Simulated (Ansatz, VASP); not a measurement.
**One calculation of Hf3H, two programs**

```
CELL_PARAMETERS angstrom
3.17391 0.00000 0.00000
-1.58696 2.74869 0.00000
0.00000 0.00000 7.91717
ATOMIC_POSITIONS crystal
Hf 0.66667 0.33333 0.50000
Hf 0.33333 0.66667 0.18438
Hf 0.33333 0.66667 0.81562
H 0.66667 0.33333 0.00000
```

Change from the starting cell: species swapped into the Tl3Bi type (P-6m2, No. 187).

Alike in both runs: task single point; functional PBE; k mesh 6 × 6 × 2; occupations gaussian, width 0.1 eV; no spin polarisation.

|  | VASP | Ansatz |
| --- | --- | --- |
| version | VASP 6.6.1 | Ansatz 0.2.0 |
| potentials or method | VASP PAW PBE potentials, release 64 (Hf_pv, H), cutoff 500 eV | scalar-relativistic, plane waves, PAW |
| valence electrons in the cell | 31 | 79 |

```tsv
	VASP	Ansatz	Ansatz less VASP
gap on the k mesh at the Fermi level (eV)	none	none	-
pressure (GPa)	-0.4	0.1	+0.52
traceless stress, the component that is largest in VASP (GPa)	-0.55	-0.48	+0.066
rms of the force components (eV/Å)	0.054	0.056	+0.0017
```

Atom by atom the forces differ by 0.002 eV/Å (rms over components). A gap of «none» marks a metal or a gap that the smearing closes. With one functional, cell and mesh, what is left measures potentials, basis and numerics. VASP's potentials hold 31 valence electrons a cell and Ansatz's 79, so a difference there can come from the potentials and not from the codes.

The k mesh is coarse, so the values compare programs but aren't converged. Neither program's run includes spin-orbit coupling.
